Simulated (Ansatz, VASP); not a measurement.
## One calculation of Re, two programs

Contents of INCAR:

```
SYSTEM = Re
PREC     = Accurate       ! precision mode
ENCUT    = 520            ! plane-wave cutoff, eV
EDIFF    = 1E-7           ! SCF threshold, eV
ISMEAR   = 0              ! smearing method
SIGMA    = 0.15           ! smearing width, eV
LREAL    = .FALSE.        ! projectors in reciprocal space
LASPH    = .TRUE.         ! aspherical terms in the spheres
NELM     = 80             ! most SCF steps
ALGO     = Normal         ! electronic algorithm
ISIF     = 2              ! what is computed and relaxed
LWAVE    = .FALSE.        ! write WAVECAR
LCHARG   = .FALSE.        ! write CHGCAR
GGA      = PE             ! functional
NBANDS   = 10             ! bands
```

File KPOINTS:

```
Automatic mesh
0
G
  10 10 10
  0 0 0
```

Contents of POSCAR:

```
Re
1.0
    0.0000000000      2.1189567125      1.7246188683
    2.1189567125      0.0000000000      1.7246188683
    2.1189567125      2.1189567125      0.0000000000
Re
1
Direct
    0.0000000000      0.0000000000      0.0000000000
```

Input for Ansatz:

```yaml
crystal:
  lattice:
    - [0.0, 2.1189567125, 1.7246188683]
    - [2.1189567125, 0.0, 1.7246188683]
    - [2.1189567125, 2.1189567125, 0.0]
  atoms:
    - { symbol: Re, position: [0.0, 0.0, 0.0] }
basis:
  ecutwfc: 420
kpoints:
  mp_grid: { grid: [10, 10, 10] }
hamiltonian:
  xc: pbe
scf:
  occupations: { method: gaussian, width: 0.15 }
output:
  forces: true
  stress: true
  eigenvalues: true
```

Alike in both runs: task single point; functional PBE; k mesh 10 × 10 × 10; occupations gaussian, width 0.15 eV; no spin polarisation.

|  | VASP | Ansatz |
| --- | --- | --- |
| version | VASP 6.6.1 | Ansatz 0.2.0 |
| potentials or method | VASP PAW PBE potentials, release 64 (Re), cutoff 520 eV | scalar-relativistic, plane waves, PAW |
| valence electrons in the cell | 7 | 15 |

VASP gave:

```
gap on the k mesh at the Fermi level (eV)                     : none
pressure (GPa)                                                : -8.7
traceless stress, the component that is largest in VASP (GPa) : 10.72
```

Problem. Estimate Ansatz's values.

Solution. gap on the k mesh at the Fermi level (eV): none; pressure (GPa): -8.0; traceless stress, the component that is largest in VASP (GPa): 10.28.

A gap of «none» marks a metal or a gap that the smearing closes. VASP's potentials hold 7 valence electrons a cell and Ansatz's 15, so a difference there can come from the potentials and not from the codes.

Spin-orbit coupling is off throughout.
